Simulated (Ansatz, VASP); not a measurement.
**Two plane-wave programs on SiO2**

Contents of INCAR:

```
PREC = Accurate ; ENCUT = 520
EDIFF = 1E-6 ; ISMEAR = 0
SIGMA = 0.05 ; LREAL = F
LASPH = T ; NELM = 100
ALGO = Normal ; ISIF = 2
LWAVE = F ; LCHARG = F
GGA = CA ; NBANDS = 25
```

The input KPOINTS:

```
regular mesh
0
Gamma
  6 6 8
```

Contents of POSCAR:

```
SiO2
1.0
    4.0554000000      0.0000000000      0.0000000000
    0.0000000000      4.0554000000      0.0000000000
    0.0000000000      0.0000000000      2.8529000000
Si O
2 4
Direct
    0.5000000000      0.5000000000      0.5000000000
    0.0000000000      0.0000000000      0.0000000000
    0.6944252994      0.6944252994      0.0000000000
    0.1944252994      0.8055747006      0.5000000000
    0.3055747006      0.3055747006      0.0000000000
    0.8055747006      0.1944252994      0.5000000000
```

Input for Ansatz:

```yaml
crystal:
  lattice:
    - [4.0554, 0.0, 0.0]
    - [0.0, 4.0554, 0.0]
    - [0.0, 0.0, 2.8529]
  atoms:
    - { symbol: Si, position: [0.5, 0.5, 0.5] }
    - { symbol: Si, position: [0.0, 0.0, 0.0] }
    - { symbol: O, position: [0.6944252994, 0.6944252994, 0.0] }
    - { symbol: O, position: [0.1944252994, 0.8055747006, 0.5] }
    - { symbol: O, position: [0.3055747006, 0.3055747006, 0.0] }
    - { symbol: O, position: [0.8055747006, 0.1944252994, 0.5] }
basis:
  ecutwfc: 520.0
kpoints:
  mp_grid: { grid: [6, 6, 8] }
hamiltonian:
  xc: lda
  pseudopotentials: { kind: paw, azcp: { folder: soft_1 } }
scf:
  occupations: { method: gaussian, width: 0.05 }
output:
  forces: true
  stress: true
  eigenvalues: true
  write_density: true
  write_potential: true
  elf: true
  volumetric_format: npy
```

Alike in both runs: task single point; functional LDA; k mesh 6 × 6 × 8; occupations gaussian, width 0.05 eV; no spin polarisation.

```csv
,VASP,Ansatz
version,VASP 6.6.1,Ansatz 0.2.0
potentials or method,"VASP PAW LDA potentials, release 64 (Si, O), cutoff 520 eV","scalar-relativistic, plane waves, PAW"
valence electrons in the cell,32,32
```

VASP gave:

* gap on the k mesh at the Fermi level (eV): 5.06
* least direct gap on the mesh (eV): 5.06
* pressure (GPa): -7.9
* traceless stress, the component that is largest in VASP (GPa): -26.14
* rms of the force components (eV/Å): 0.189

Question: What did Ansatz give for the same quantities?

Answer: gap on the k mesh at the Fermi level (eV): 5.06; least direct gap on the mesh (eV): 5.06; pressure (GPa): -8.8; traceless stress, the component that is largest in VASP (GPa): -26.33; rms of the force components (eV/Å): 0.192.

Ansatz warns that its potentials were made for another functional, while VASP's fit it. LDA's correlation is that of Perdew and Zunger in VASP and of Perdew and Wang (1992) in Ansatz. Atom by atom the forces differ by 0.003 eV/Å (rms over components).
